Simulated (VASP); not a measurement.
The system is CuO.

```
Cu O
1.0
     2.34185   -1.71130    0.00000
     2.34185    1.71130    0.00000
    -0.85003    0.00000    5.05787
Cu O
2 2
Direct
  0.50000 0.00000 0.50000
  0.00000 0.50000 0.00000
  0.41840 0.58160 0.75000
  0.58160 0.41840 0.25000
```

```yaml
Program: VASP 6.6.1
Task: relaxation of cell and atoms
Functional: revPBE
Potentials_or_basis: VASP PAW PBE potentials, release 64 (Cu, O)
Cutoff: 600 eV
k_mesh: 10 × 10 × 5
Occupations: fermi-dirac, width 0.05 eV
Spin: no spin polarisation
```

At the start: pressure 10.4 GPa; volume 10.13 Å³/atom.

How do energy, volume and symmetry change on relaxing?

Over 31 steps the energy falls by 63.8 meV/atom and the volume is 11.48 Å³/atom (+13.2 %); space group C2/c (No. 15, to 0.1 Å) before, Cccm (No. 66, to 0.1 Å).

The path:
```
step  energy change (eV)  largest force (eV/Å)  pressure (GPa)  volume (Å³)
   1              0.0000                0.1668           10.40        40.54
   2             -0.0629                0.3743           -4.44        44.52
   3             -0.0815                0.3060           -0.14        43.15
   4             -0.0979                0.2631           -0.16        43.35
   5             -0.1313                0.1134            0.14        43.94
   6             -0.1150                0.2499            1.52        45.02
   7             -0.1392                0.0191            0.70        44.34
   8             -0.1538                0.0013            0.20        44.71
   9             -0.1873                0.0484           -1.53        45.79
  10             -0.2048                0.0692           -4.78        47.76
  11             -0.2062                0.0632           -3.32        46.91
  12             -0.2251                0.0509           -2.07        46.56
  13             -0.2413                0.0430           -0.14        46.01
  14             -0.2302                0.0604            3.99        44.80
  15             -0.2441                0.0418            1.28        45.61
  16             -0.2491                0.0502            0.37        45.83
  17             -0.2500                0.0543           -0.15        45.97
  18             -0.2508                0.0455            0.02        45.92
  19             -0.2520                0.0181            0.28        45.77
  20             -0.2507                0.0358            1.14        45.46
  21             -0.2522                0.0051            0.49        45.69
  22             -0.2528                0.0061            0.22        45.77
  23             -0.2533                0.0060           -0.09        45.86
  24             -0.2535                0.0039           -0.58        46.05
  25             -0.2539                0.0052           -0.61        46.05
  26             -0.2547                0.0070           -0.44        46.05
  27             -0.2550                0.0151           -0.29        46.03
  28             -0.2551                0.0118           -0.32        46.03
  29             -0.2554                0.0093           -0.03        45.95
  30             -0.2554                0.0106           -0.03        45.94
  31             -0.2554                0.0083           -0.02        45.91
```

Final structure:
```xyz
4
Lattice="2.1663 -2.0320 0.1575 2.1663 2.0320 0.1575 -0.4453 0.0000 5.1820" Properties=species:S:1:pos:R:3 pbc="T T T"
Cu    0.8605   -1.0160    2.6697
Cu    1.0832    1.0160    0.0787
O     1.8324    0.0161    4.0440
O     2.0550   -0.0161    1.4530
```

Caveat: the PAW data sets were made with another functional, which shifts forces and pressure a little.
